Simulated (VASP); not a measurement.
Set up this calculation in VASP 6.6.1, as the native input.

```
Task                   : single point
Functional             : LDA
Potentials or basis    : VASP PAW LDA potentials, release 64 (Pb_d)
Cutoff                 : 520 eV
k mesh                 : 7 × 7 × 7
Occupations            : fermi-dirac, width 0.05 eV
Spin                   : no spin polarisation
Dipole correction      : no
Further INCAR settings : ALGO = Normal; EDIFF = 1e-06; NBANDS = 21
```

The structure of Pb lies in POSCAR:

```
Pb
1.0
    0.0000000000      3.4390000555      3.4390000555
    3.4390000555      0.0000000000      3.4390000555
    3.4390000555      3.4390000555      0.0000000000
Pb
2
Direct
    0.2500000000      0.2500000000      0.2500000000
    0.0000000000      0.0000000000      0.0000000000
```

One way to write it, as run:

INCAR

```
SYSTEM = Pb
PREC = Accurate
ENCUT = 520
EDIFF = 1E-6
ISMEAR = -1
SIGMA = 0.05
LREAL = .False.
LASPH = .True.
NELM = 100
ALGO = Normal
ISIF = 2
LWAVE = .False.
LCHARG = .True.
LELF = .True.
LVHAR = .True.
NBANDS = 21
```

KPOINTS

```
Automatic mesh
0
Gamma
  7 7 7
  0 0 0
```

Potentials or basis: VASP PAW LDA potentials, release 64 (Pb_d).

Launch:

```console
$ cat potpaw_LDA.64/Pb_d/POTCAR > POTCAR
$ mpirun -np 1 vasp_std > vasp.out
```

It gave:

The pressure is -0.7 GPa and the band gap on the k mesh is zero (band 14 reaches 4.45 eV, above the bottom of band 15 at 3.34 eV).

Caveat: spin-orbit coupling is left out, which moves the levels of the heavy elements.

Run time: 37 s on 1 thread of AMD EPYC 7R43 64-Core Processor (Zen 3), with other jobs on the host, peak memory 0.14 GiB.
